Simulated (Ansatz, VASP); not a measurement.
## Two plane-wave programs on TaN

File INCAR:

```
SYSTEM = TaN
  PREC = Accurate
  ENCUT = 700
  EDIFF = 1E-6
  ISMEAR = 0
  SIGMA = 0.1
  LREAL = .FALSE.
  LASPH = .TRUE.
  NELM = 120
  ALGO = Normal
  ISIF = 2
  LWAVE = .FALSE.
  LCHARG = .FALSE.
  NBANDS = 16
  GGA_COMPAT = .FALSE.
```

The input KPOINTS:

```
regular mesh
0
G
  8 8 8
  0 0 0
```

Contents of POSCAR:

```
TaN
1.0
    0.0000000000      2.1790000000      2.1790000000
    2.1790000000      0.0000000000      2.1790000000
    2.1790000000      2.1790000000      0.0000000000
Ta N
1 1
Direct
    0.5000000000      0.5000000000      0.5000000000
    0.0000000000      0.0000000000      0.0000000000
```

Input for Ansatz:

```yaml
crystal:
  lattice:
    - [0.0, 2.179, 2.179]
    - [2.179, 0.0, 2.179]
    - [2.179, 2.179, 0.0]
  atoms:
    - { symbol: Ta, position: [0.5, 0.5, 0.5] }
    - { symbol: "N", position: [0.0, 0.0, 0.0] }
basis:
  ecutwfc: 520.0
kpoints:
  mp_grid: { grid: [8, 8, 8] }
hamiltonian:
  xc: lda
scf:
  occupations: { method: gaussian, width: 0.1 }
output:
  forces: true
  stress: true
  eigenvalues: true
```

Alike in both runs: task single point; functional LDA; k mesh 8 × 8 × 8; occupations gaussian, width 0.1 eV; no spin polarisation.

|  | VASP | Ansatz |
| --- | --- | --- |
| version | VASP 6.6.1 | Ansatz 0.2.0 |
| potentials or method | VASP PAW LDA potentials, release 64 (Ta_sv_GW, N), cutoff 700 eV | scalar-relativistic, plane waves, PAW |
| valence electrons in the cell | 18 | 18 |

```tsv
	VASP	Ansatz	Ansatz less VASP
gap on the k mesh at the Fermi level (eV)	none	none	-
pressure (GPa)	-1.2	-2.3	-1.06
```

LDA's correlation is that of Perdew and Zunger in VASP and of Perdew and Wang (1992) in Ansatz. A gap of «none» marks a metal or a gap that the smearing closes.

Spin-orbit coupling is off throughout.
